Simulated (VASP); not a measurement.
# AlNi (Pm-3m) in VASP: a series of runs

The runs below take AlNi through single point, with PBE.

All numbers are computed with VASP 6.6.1; they aren't measurements. Logs are shortened: lines on timing, memory, paths and dates and some standing lists are left out, and cuts for length are marked.

## (1) The cell of the first run

The structure is cubic, space group Pm-3m (No. 221). Conventional cell: a = 2.893 Å, b = 2.893 Å, c = 2.893 Å, α = 90.00°, β = 90.00°, γ = 90.00°. Within 3.3 Å of Al (site symmetry m-3m) lie 8 Ni at 2.51 Å and 6 Al at 2.89 Å. Ni (site symmetry m-3m) has 8 Al at 2.51 Å and 6 Ni at 2.89 Å within 3.3 Å.

## (2) Single point, PBE

Input file INCAR:

```
ALGO = Normal
EDIFF = 1E-7
ENCUT = 520
GGA = PE
ISIF = 2
ISMEAR = 0
LASPH = True
LCHARG = False
LREAL = False
LWAVE = False
NBANDS = 14
NELM = 80
PREC = Accurate
SIGMA = 0.1
```

Input file KPOINTS:

```
k-points
0
Gamma
  14 14 14
```

Input file POSCAR:

```
AlNi
1.0
    2.8930835185      0.0000000000      0.0000000000
    0.0000000000      2.8930835185      0.0000000000
    0.0000000000      0.0000000000      2.8930835185
Al Ni
1 1
Direct
    0.0000000000      0.0000000000      0.0000000000
    0.5000000000      0.5000000000      0.5000000000
```

Potentials or basis: VASP PAW PBE potentials, release 64 (Al, Ni).

Run with:

```bash
cat potpaw_PBE.64/Al/POTCAR potpaw_PBE.64/Ni/POTCAR > POTCAR
mpirun -np 1 vasp_std > vasp.out
```

OUTCAR:

```text
EDIFF = 1E-7
   ENCUT = 520
   GGA = PE
   ISIF = 2
   ISMEAR = 0
   LASPH = True
   LREAL = False
   NELM = 80
   PREC = Accurate

 ion  position               nearest neighbor table
   1  0.000  0.000  0.000-   2 2.51   2 2.51   2 2.51   2 2.51   2 2.51   2 2.51   2 2.51   2 2.51

   2  0.500  0.500  0.500-   1 2.51   1 2.51   1 2.51   1 2.51   1 2.51   1 2.51   1 2.51   1 2.51

  LATTYP: Found a simple cubic cell.
 ALAT       =     2.8930835185

  Lattice vectors:

 A1 = (   2.8930835185,   0.0000000000,   0.0000000000)
 A2 = (   0.0000000000,   2.8930835185,   0.0000000000)
 A3 = (   0.0000000000,   0.0000000000,   2.8930835185)

Analysis of symmetry for initial positions (statically):
=====================================================================
 Subroutine PRICEL returns:
 Original cell was already a primitive cell.

 Routine SETGRP: Setting up the symmetry group for a
 simple cubic supercell.

 Subroutine GETGRP returns: Found 48 space group operations
 (whereof 48 operations were pure point group operations)
 out of a pool of 48 trial point group operations.

The static configuration has the point symmetry O_h .

Analysis of symmetry for dynamics (positions and initial velocities):
=====================================================================
 Subroutine PRICEL returns:
 Original cell was already a primitive cell.

 Routine SETGRP: Setting up the symmetry group for a
 simple cubic supercell.

 Subroutine GETGRP returns: Found 48 space group operations
 (whereof 48 operations were pure point group operations)
 out of a pool of 48 trial point group operations.

The dynamic configuration has the point symmetry O_h .

 Subroutine INISYM returns: Found 48 space group operations
 (whereof 48 operations are pure point group operations),
 and found     1 'primitive' translations

----------------------------------------------------------------------------------------

                                     Primitive cell

  volume of cell :      24.2149

  direct lattice vectors                    reciprocal lattice vectors
     2.893083519  0.000000000  0.000000000     0.345651964  0.000000000  0.000000000
     0.000000000  2.893083519  0.000000000     0.000000000  0.345651964  0.000000000
     0.000000000  0.000000000  2.893083519     0.000000000  0.000000000  0.345651964

  length of vectors
     2.893083519  2.893083519  2.893083519     0.345651964  0.345651964  0.345651964

  position of ions in fractional coordinates (direct lattice)
     0.000000000  0.000000000  0.000000000
     0.500000000  0.500000000  0.500000000

  ion indices of the primitive-cell ions
   primitive index   ion index
                 1           1
                 2           2

----------------------------------------------------------------------------------------

 KPOINTS: k-points

Automatic generation of k-mesh.
 Grid dimensions read from file:
 generate k-points for:   14   14   14

 Generating k-lattice:

  Cartesian coordinates                     Fractional coordinates (reciprocal lattice)
     0.024689426  0.000000000  0.000000000     0.071428571  0.000000000  0.000000000
     0.000000000  0.024689426  0.000000000     0.000000000  0.071428571  0.000000000
     0.000000000  0.000000000  0.024689426     0.000000000  0.000000000  0.071428571

  Length of vectors
     0.024689426  0.024689426  0.024689426

  Shift w.r.t. Gamma in fractional coordinates (k-lattice)
     0.000000000  0.000000000  0.000000000

 Subroutine IBZKPT returns following result:
 ===========================================

 Found    120 irreducible k-points:

 Following reciprocal coordinates:
            Coordinates               Weight
  0.000000  0.000000  0.000000      1.000000
  0.071429  0.000000  0.000000      6.000000
  0.142857  0.000000  0.000000      6.000000
  0.214286  0.000000  0.000000      6.000000
  0.285714  0.000000  0.000000      6.000000
  0.357143  0.000000  0.000000      6.000000
[... 16 lines left out ...]
  0.285714  0.214286  0.000000     24.000000
  0.357143  0.214286  0.000000     24.000000
 [... further k-points ...]
   k-points           NKPTS =    120   k-points in BZ     NKDIM =    120   number of bands    NBANDS=     14
   number of dos      NEDOS =    301   number of ions     NIONS =      2
   total plane-waves  NPLWV =  13824
   dimension x,y,z NGX =    24 NGY =   24 NGZ =   24
   dimension x,y,z NGXF=    48 NGYF=   48 NGZF=   48
   ions per type =               1   1
   NGX,Y,Z   is equivalent  to a cutoff of  13.79, 13.79, 13.79 a.u.
   NGXF,Y,Z  is equivalent  to a cutoff of  27.58, 27.58, 27.58 a.u.
 SYSTEM =  unknown system
   PREC   = accura    normal or accurate (medium, high low for compatibility)
   ISTART =      0    job   : 0-new  1-cont  2-samecut
   ICHARG =      2    charge: 1-file 2-atom 10-const
   ISPIN  =      1    spin polarized calculation?
   LNONCOLLINEAR =      F non collinear calculations
   LSORBIT =      F    spin-orbit coupling
   LASPH  =      T    aspherical Exc in radial PAW
   ENCUT  =  520.0 eV  38.22 Ry    6.18 a.u.   5.38  5.38  5.38*2*pi/ulx,y,z
   NELM   =     80;   NELMIN=  2; NELMDL= -5     # of ELM steps
   EDIFF  = 0.1E-06   stopping-criterion for ELM
   LREAL  =      F    real-space projection
   EDIFFG = 0.1E-05   stopping-criterion for IOM
   NSW    =      0    number of steps for IOM
   IBRION =     -1    ionic relax: 0-MD 1-quasi-New 2-CG
   NFREE  =      0    steps in history (QN), initial steepest desc. (CG)
   ISIF   =      2    stress and relaxation
   ISYM   =      2    0-nonsym 1-usesym 2-fastsym
   POTIM  = 0.5000    time-step for ionic-motion
   TEBEG  =    0.0;   TEEND  =   0.0 temperature during run
   PSTRESS=    0.0 pullay stress
   NELECT =      13.0000    total number of electrons
   NUPDOWN=      -1.0000    fix difference up-down
   EMIN   =  10.00;   EMAX   =-10.00  energy-range for DOS
   EFERMI =   0.00;   METHOD = LEGACY
   ISMEAR =     0;   SIGMA  =   0.10  broadening in eV -4-tet -1-fermi 0-gaus
   EFERMI_NEDOS =   21; number of points for ismear=-14 and -15
   IALGO  =     38    algorithm
   IMIX   =      4    mixing-type and parameters
     AMIX     =   0.40;   BMIX     =  1.00
     AMIX_MAG =   1.60;   BMIX_MAG =  1.00
  volume/ion in A,a.u.               =      12.11        81.71
  Fermi-wavevector in a.u.,A,eV,Ry     =   1.330541  2.514358 24.086935  1.770340
  Thomas-Fermi vector in A             =   2.459620
   LORBIT       =      0    0 simple, 1 ext, 2 COOP (PROOUT), +10 PAW based schemes
   GGA     = PE    functional components
   LHFCALC =     F    Hartree Fock is set to
   AEXX    =    0.0000 exact exchange contribution
   IVDW    =     0    specifies the selected vdW correction
   LEPSILON=     F    determine dielectric tensor
   LRPA    =     F    only Hartree local field effects (RPA)
 non-spin polarized calculation
 Gauss-broadening in eV      SIGMA  =   0.10
  energy-cutoff  :      520.00
  volume of cell :       24.21
 maximum number of plane-waves:       672
 NGX is ok and might be reduce to    24

 number of electron      13.0000013 magnetization

 Free energy of the ion-electron system (eV)
  ---------------------------------------------------
  ext. energy  EPLUGINS =         0.00000000
  ---------------------------------------------------
  free energy    TOTEN  =       -10.53957610 eV

  energy without entropy =      -10.53444270  energy(sigma->0) =      -10.53700940

 E-fermi :   9.8308     XC(G=0): -11.9880

 val. band max:        9.8202118655   @ k =   0.3571   0.1429   0.1429
 cond. band min:       9.8653057421   @ k =   0.3571   0.2857   0.0714
 fundamental gap:      0.0450938765
 Fermi energy:         9.8308495234

 k-point     1 :       0.0000    0.0000    0.0000
  band No.  band energies     occupation
      1      -1.1854      2.00000
      2       6.6953      2.00000
      3       6.6953      2.00000
      4       8.3460      2.00000
      5       8.3460      2.00000
      6       8.3460      2.00000
      7      15.3076      0.00000
      8      15.3076      0.00000
      9      15.3076      0.00000
     10      17.9454      0.00000
     11      17.9454      0.00000
     12      23.3791      0.00000
     13      30.6422      0.00000
     14      30.6422      0.00000

 k-point     2 :       0.0714    0.0000    0.0000
  band No.  band energies     occupation
      1      -1.0923      2.00000
      2       6.6880      2.00000
      3       6.7170      2.00000
      4       8.3058      2.00000
      5       8.3058      2.00000
      6       8.3502      2.00000
      7      14.3388      0.00000
      8      15.4308      0.00000
      9      15.4308      0.00000
     10      17.9519      0.00000
     11      18.8156      0.00000
     12      23.7112      0.00000
     13      29.5751      0.00000
     14      29.5751      0.00000

 k-point     3 :       0.1429    0.0000    0.0000
  band No.  band energies     occupation
      1      -0.8141      2.00000
      2       6.6418      2.00000
      3       6.7784      2.00000
      4       8.1974      2.00000
      5       8.1974      2.00000
      6       8.3621      2.00000
      7      12.7512      0.00000
      8      15.7888      0.00000
      9      15.7888      0.00000
     10      17.9714      0.00000
     11      20.0539      0.00000
     12      24.7764      0.00000
     13      27.8406      0.00000
     14      27.8406      0.00000
[... 324 lines left out ...]
 k-point    23 :       0.2857    0.2143    0.0000
  band No.  band energies     occupation
      1       1.0633      2.00000
      2       6.3521      2.00000
      3       6.8938      2.00000
      4       7.6287      2.00000
      5       7.9458      2.00000
      6       8.1400      2.00000
      7      10.5455      0.00000
      8      12.9228      0.00000
      9      18.0598      0.00000
     10      18.7070      0.00000
     11      21.3138      0.00000
     12      25.0300      0.00000
     13      25.6001      0.00000
     14      27.1128      0.00000

 k-point    24 :       0.3571    0.2143    0.0000
  band No.  band energies     occupation
      1       1.8256      2.00000
      2       5.6756      2.00000
      3       7.0617      2.00000
      4       7.5844      2.00000
      5       7.8280      2.00000
      6       8.1596      2.00000
      7       9.7521      1.73481
      8      13.5531      0.00000
      9      17.6339      0.00000
     10      18.9163      0.00000
     11      21.3047      0.00000
     12      23.5810      0.00000
     13      25.8283      0.00000
     14      27.3030      0.00000

 [... further k-points ...]

------------------------ aborting loop because EDIFF is reached ----------------------------------------

  FORCE on cell =-STRESS in cart. coord.  units (eV):
  Direction    XX          YY          ZZ          XY          YZ          ZX
  --------------------------------------------------------------------------------------
  -------------------------------------------------------------------------------------
  Total        0.0033729      0.0033729      0.0033729      0.0000000      0.0000000     -0.0000000
  in kB        0.2231674      0.2231674      0.2231674      0.0000000      0.0000000     -0.0000000
  external PRESSURE =       0.2231674 kB  Pullay stress =       0.0000000 kB

 VOLUME and BASIS-vectors are now :
 -----------------------------------------------------------------------------
  energy-cutoff  :      520.00
  volume of cell :       24.21
      direct lattice vectors                 reciprocal lattice vectors
     2.893083519  0.000000000  0.000000000     0.345651964  0.000000000  0.000000000
     0.000000000  2.893083519  0.000000000     0.000000000  0.345651964  0.000000000
     0.000000000  0.000000000  2.893083519     0.000000000  0.000000000  0.345651964

 POSITION                                       TOTAL-FORCE (eV/Angst)
 -----------------------------------------------------------------------------------
      0.00000      0.00000      0.00000         0.000000      0.000000      0.000000
      1.44654      1.44654      1.44654         0.000000      0.000000      0.000000
 -----------------------------------------------------------------------------------
    total drift:                                0.000000      0.000000     -0.000000

  FREE ENERGIE OF THE ION-ELECTRON SYSTEM (eV)
  ---------------------------------------------------
  free  energy   TOTEN  =       -10.5395761000 eV

  energy  without entropy=      -10.5344427017  energy(sigma->0) =      -10.53700940
```

Run time: 22 s. Hardware: 1 thread of Intel Xeon 6975P-C, shared host; peak memory 0.17 GiB.

Results:

```yaml
Free_energy: -10.5396 eV
Pressure: 0.0 GPa
```

Spin polarisation is off, so any magnetic state and its effect on volume and gap are missing.

## (3) Single point, PBE

This run uses another cell than the first one, of the same volume but with other edges.

Input file INCAR:

```
ALGO = Fast ; EDIFF = 1E-6
ENCUT = 520 ; GGA = PE
ISIF = 2 ; ISMEAR = 0
ISYM = 0 ; LASPH = T
LCHARG = F ; LREAL = F
LWAVE = F ; NBANDS = 14
NELM = 60 ; PREC = Accurate
SIGMA = 0.1
```

Input file KPOINTS:

```
k-points
0
Gamma
  12 9 17
```

Input file POSCAR:

```
AlNi
1.0
    2.8930835185      0.0000000000      0.0000000000
    0.0000000000      4.0914379490      0.0000000000
    0.0000000000      2.0457189745      2.0457189745
Al Ni
1 1
Direct
    0.0000000000      0.0000000000      0.0000000000
    0.5000000000      0.5000000000      0.0000000000
```

Potentials or basis: VASP PAW PBE potentials, release 64 (Al, Ni).

Run with:

```bash
cat potpaw_PBE.64/Al/POTCAR potpaw_PBE.64/Ni/POTCAR > POTCAR
mpirun -np 1 vasp_std > vasp.out
```

Run time: 3.7 min. Hardware: 1 thread of Intel Xeon 6975P-C, shared host; peak memory 0.42 GiB.

It converged, with:

| Quantity | Value |
| --- | --- |
| Free energy | -10.5404 eV |
| Pressure | -0.2 GPa |

Levels at points of the mesh, in eV from the Fermi level:
| k point | band 3 | band 4 | band 5 | band 6 | band 7 | band 8 | band 9 | band 10 | band 11 | band 12 |
| --- | --- | --- | --- | --- | --- | --- | --- | --- | --- | --- |
| (0.00, 0.00, 0.00) | -3.16 | -1.51 | -1.51 | -1.51 | 5.45 | 5.45 | 5.45 | 8.09 | 8.09 | 13.52 |
| (0.50, 0.00, 0.00) | -2.69 | -2.21 | -2.20 | -1.42 | -0.64 | 8.27 | 9.96 | 9.96 | 10.76 | 10.76 |
